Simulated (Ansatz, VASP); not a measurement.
## One calculation of Au, two programs

```
Au
1.0
     0.00000    3.06297    3.06297
     3.06297    0.00000    3.06297
     3.06297    3.06297    0.00000
Au
2
Direct
  0.87500 0.87500 0.87500
  0.12500 0.12500 0.12500
```

Alike in both runs: functional PBE; k mesh 13 × 13 × 13; occupations fermi-dirac, width 0.05 eV; non-collinear spin, spin-orbit coupling.

Ansatz relaxed the structure, and its values are those at the end. VASP's run is a single point on that final structure, the one shown.

|  | VASP | Ansatz |
| --- | --- | --- |
| version | VASP 6.6.1 | Ansatz 0.2.0 |
| potentials or method | VASP PAW PBE potentials, release 64 (Au), cutoff 520 eV | all-electron LAPW |

```tsv
	VASP	Ansatz	Ansatz less VASP
pressure (GPa)	0.1	0.0	-0.07
net moment per atom (μB)	0.00	0.00	0.000
```

Ansatz ran all-electron here, and VASP with PAW potentials.
